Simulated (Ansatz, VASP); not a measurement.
One calculation of Ge, two programs

File POSCAR:

```
Ge
1.0
    0.0000000000      2.7831366976      2.9222935325
    2.7831366976      0.0000000000      2.9222935325
    2.7831366976      2.7831366976      0.0000000000
Ge
2
Direct
    0.5000000000      0.5000000000      0.5000000000
    0.7500000000      0.7500000000      0.7500000000
```

INCAR.step1

```
PREC     = Accurate       # precision mode
ENCUT    = 520            # plane-wave cutoff, eV
ISMEAR   = 0              # smearing method
SIGMA    = 0.05           # smearing width, eV
LREAL    = False          # projectors in reciprocal space
LASPH    = True           # aspherical terms in the spheres
NELM     = 100            # most SCF steps
NBANDS   = 21             # bands
GGA      = PE             # functional
ALGO     = Normal         # electronic algorithm
EDIFF    = 1E-4           # SCF threshold, eV
LWAVE    = True           # write WAVECAR
LCHARG   = False          # write CHGCAR
```

The input INCAR.step2:

```
PREC     = Accurate       # precision mode
ENCUT    = 520            # plane-wave cutoff, eV
EDIFF    = 1E-7           # SCF threshold, eV
ISMEAR   = 0              # smearing method
SIGMA    = 0.05           # smearing width, eV
LREAL    = False          # projectors in reciprocal space
LASPH    = True           # aspherical terms in the spheres
NELM     = 100            # most SCF steps
ALGO     = Normal         # electronic algorithm
ISIF     = 2              # what is computed and relaxed
LWAVE    = False          # write WAVECAR
LCHARG   = True           # write CHGCAR
METAGGA  = R2SCAN         # meta-GGA
LMIXTAU  = True         
LELF     = True           # ELF
LVHAR    = True         
NBANDS   = 21             # bands
ISTART   = 1
```

The input KPOINTS:

```
Automatic mesh
0
Gamma
  12 12 12
```

Input for Ansatz:

```yaml
crystal:
  lattice:
    - [0.0, 2.7831366976, 2.9222935325]
    - [2.7831366976, 0.0, 2.9222935325]
    - [2.7831366976, 2.7831366976, 0.0]
  atoms:
    - { symbol: Ge, position: [0.5, 0.5, 0.5] }
    - { symbol: Ge, position: [0.75, 0.75, 0.75] }
basis:
  ecutwfc: 500
kpoints:
  mp_grid: { grid: [12, 12, 12] }
hamiltonian:
  xc: r2scan
scf:
  occupations: { method: gaussian, width: 0.05 }
output:
  forces: true
  stress: true
  eigenvalues: true
```

Alike in both runs: task single point; functional r2SCAN; k mesh 12 × 12 × 12; occupations gaussian, width 0.05 eV; no spin polarisation.

|  | VASP | Ansatz |
| --- | --- | --- |
| version | VASP 6.6.1 | Ansatz 0.2.0 |
| potentials or method | VASP PAW PBE potentials, release 64 (Ge_d), cutoff 520 eV | scalar-relativistic, plane waves, PAW |
| valence electrons in the cell | 28 | 28 |

Ansatz gave:

```
gap on the k mesh at the Fermi level (eV)                     : 0.27
least direct gap on the mesh (eV)                             : 0.28
pressure (GPa)                                                : 0.7
traceless stress, the component that is largest in VASP (GPa) : -2.92
```

Which values does VASP return?

gap on the k mesh at the Fermi level (eV): 0.24; least direct gap on the mesh (eV): 0.24; pressure (GPa): 0.7; traceless stress, the component that is largest in VASP (GPa): -2.90.

VASP's potentials were made for PBE, not for r2SCAN.
